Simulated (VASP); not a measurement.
**C: single point with PBE**

Crystal: C.

```xyz
2
Lattice="0.0000 2.0627 3.4621 1.3329 0.0000 3.4621 1.3329 2.0627 0.0000" Properties=species:S:1:pos:R:3 pbc="T T T"
C     1.3329    0.5906    3.4621
C     1.3329    3.5348    3.4621
```

This cell differs from its parent crystal: strained.

```
Program                : VASP 6.6.1
Task                   : single point
Functional             : PBE
Potentials or basis    : VASP PAW PBE potentials, release 64 (C)
Cutoff                 : 520 eV
k mesh                 : 14 × 14 × 14
Occupations            : gaussian, width 0.02 eV
Spin                   : no spin polarisation
Dipole correction      : no
Further INCAR settings : ALGO = Normal; EDIFF = 1e-06; NBANDS = 11
```

The pressure is 24.3 GPa. The largest force is 16.506 eV/Å. The band gap on the k mesh is zero (bands 4 and 5 overlap by 0.19 eV).

Forces on the atoms (eV/Å):
```
C     0.000  16.506   0.000
C     0.000 -16.506   0.000
```

Stress tensor (GPa, compression positive):
```
-47.02   0.00   0.00
  0.00 117.98   0.00
  0.00   0.00   2.05
```

Levels at points of the mesh, in eV from the Fermi level:
```csv
k point,band 1,band 2,band 3,band 4,band 5,band 6,band 7,band 8
"(0.00, 0.00, 0.00)",-19.09,-6.38,-5.13,0.00,3.50,4.56,8.15,11.56
"(0.50, 0.00, 0.00)",-15.32,-11.76,-5.50,-3.43,3.16,6.28,12.29,13.13
"(0.50, 0.50, 0.00)",-18.86,-8.00,-5.07,-0.04,3.44,7.98,9.74,11.78
"(0.50, 0.00, 0.50)",-14.70,-11.92,-6.39,-0.23,1.29,5.48,10.93,12.55
"(0.00, 0.50, 0.50)",-14.61,-11.72,-6.45,-0.97,-0.18,5.15,13.39,16.61
```

Wall time 38 s on 1 thread of Intel(R) Xeon(R) 6975P-C (Granite Rapids), with other jobs on the host, peak memory 0.19 GiB.

Caveat: the cell differs from its parent crystal (strained); the cell stands under pressure; this functional lacks dispersion, which binds the layers, so the pressure and a relaxed spacing across them are unreliable; forces of over 1 eV/Å act on the atoms, so gaps and moduli don't describe the material at rest.
